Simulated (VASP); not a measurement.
Rh: single point with PBE

The system is Rh.

```
Rh
1.0
     3.68886    0.00000    0.00000
     0.00000    3.68886    0.00000
     0.00000    0.00000    3.68886
Rh
3
Direct
  0.50000 0.00000 0.00000
  0.00000 0.50000 0.00000
  0.00000 0.00000 0.50000
```

The cell was built from a structure type or drawn by symmetry, and may not be a known phase.

* Program: VASP 6.6.1
* Task: single point
* Functional: PBE
* Potentials or basis: VASP PAW PBE potentials, release 64 (Rh_pv)
* Cutoff: 500 eV
* k mesh: 6 × 6 × 6
* Occupations: gaussian, width 0.1 eV
* Spin: collinear spin, ferromagnetic start
* Starting moments: [1.0, 1.0, 1.0] μB
* Dipole correction: no
* Further INCAR settings: ALGO = Normal; EDIFF = 1e-06; NBANDS = 34

- Pressure: 0.4 GPa
- Band gap on the k mesh: zero (filled and empty bands overlap)
- Net moment: 1.03 μB per cell
- Site moments: Rh +0.34 μB
- Valence electrons inside the program's atomic spheres: Rh 13.77

Levels at points of the mesh, in eV from the Fermi level:
Spin up:
```csv
k point,band 20,band 21,band 22,band 23,band 24,band 25,band 26,band 27
"(0.00, 0.00, 0.00)",0.13,0.13,1.37,1.75,1.75,1.75,5.27,5.27
"(0.50, 0.00, 0.00)",-1.24,-0.88,-0.74,-0.74,-0.47,0.28,1.75,9.88
"(0.50, 0.50, 0.00)",-1.50,-1.50,-1.33,-0.65,-0.11,0.90,2.92,4.55
"(0.50, 0.50, 0.50)",-0.22,-0.22,1.33,1.33,1.33,1.33,2.93,2.93
```
Spin down:
```tsv
k point	band 19	band 20	band 21	band 22	band 23	band 24	band 25	band 26
(0.00, 0.00, 0.00)	-0.58	0.50	0.50	1.59	1.95	1.95	1.95	5.32
(0.50, 0.00, 0.00)	-1.17	-1.02	-0.69	-0.46	-0.46	-0.24	0.62	1.95
(0.50, 0.50, 0.00)	-2.19	-1.19	-1.19	-1.14	-0.47	0.25	1.09	3.04
(0.50, 0.50, 0.50)	-0.85	0.14	0.14	1.36	1.53	1.53	1.53	2.97
```

Run time: 94 s on 1 thread of Intel Xeon 8259CL (shared host), peak memory 0.19 GiB.
